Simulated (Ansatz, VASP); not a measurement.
# Ru in VASP and in Ansatz

INCAR

```
ALGO = Normal
EDIFF = 1E-6
ENCUT = 520
GGA = RP
ISIF = 2
ISMEAR = 0
IVDW = 13
LASPH = True
LCHARG = False
LDAU = True
LDAUJ = 0
LDAUL = 2
LDAUPRINT = 1
LDAUTYPE = 2
LDAUU = 6
LMAXMIX = 4
LREAL = False
LWAVE = False
NBANDS = 13
NELM = 150
PREC = Accurate
SIGMA = 0.05
```

The input KPOINTS:

```
k-points
0
Gamma
  12 12 12
```

File POSCAR:

```
Ru
1.0
   -0.0145760000      1.9074530000      1.9202550000
    1.8907090000     -0.0160200000      1.9216990000
    1.8920820000      1.9102690000     -0.0173930000
Ru
1
Direct
    0.0000000000      0.0000000000      0.0000000000
```

The input input.yaml:

```yaml
crystal:
  lattice:
    - [-0.014576, 1.907453, 1.920255]
    - [1.890709, -0.01602, 1.921699]
    - [1.892082, 1.910269, -0.017393]
  atoms:
    - { symbol: Ru, position: [0.0, 0.0, 0.0] }
kpoints:
  mp_grid: { grid: [12, 12, 12] }
  band_path:
    path: [[0.0, 0.5, 0.0], [0.0, 0.0, 0.0], [0.0, 0.0, 0.5]]
    npoints: 6
scf:
  occupations: { method: gaussian, width: 0.05 }
hamiltonian:
  xc: rpbe
  dispersion: d4
  pseudopotentials:
    kind: all_electron
    lapw: { basis_error: 0.001 }
    dirac_shells: { Ru: ["3p", "3d"] }
  hubbard:
    sites: [{ species: Ru, l: d, u_eff: 6 }]
    double_counting: fll
    projectors: atomic
output:
  forces: true
  stress: true
  eigenvalues: true
```

Change from the starting cell: cell strained at random at fixed volume.

Alike in both runs: functional RPBE; dispersion D4; k mesh 12 × 12 × 12; occupations gaussian, width 0.05 eV; no spin polarisation; Hubbard terms Ru d U = 6.0 eV.

|  | VASP | Ansatz |
| --- | --- | --- |
| version | VASP 6.6.1 | Ansatz 0.2.0 |
| potentials or method | VASP PAW PBE potentials, release 64 (Ru_pv), cutoff 520 eV | all-electron LAPW, inner shells corrected to Dirac's equation |
| task | single point | band structure |

Ansatz gave:

```
gap on the k mesh at the Fermi level (eV)                     : none
pressure (GPa)                                                : -26.4
traceless stress, the component that is largest in VASP (GPa) : 2.43
```

Question: What did VASP give for the same quantities?

Answer: gap on the k mesh at the Fermi level (eV): none; pressure (GPa): -16.6; traceless stress, the component that is largest in VASP (GPa): 2.46.

VASP's potentials were made for PBE, not for RPBE. The programs project onto different local orbitals, so the same U acts differently, and such runs can settle in different states. A gap of «none» marks a metal or a gap that the smearing closes. Ansatz ran all-electron here, and VASP with PAW potentials.

Noted on Ansatz's run: U is the effective U less J, on atomic orbitals that reach past the spheres.
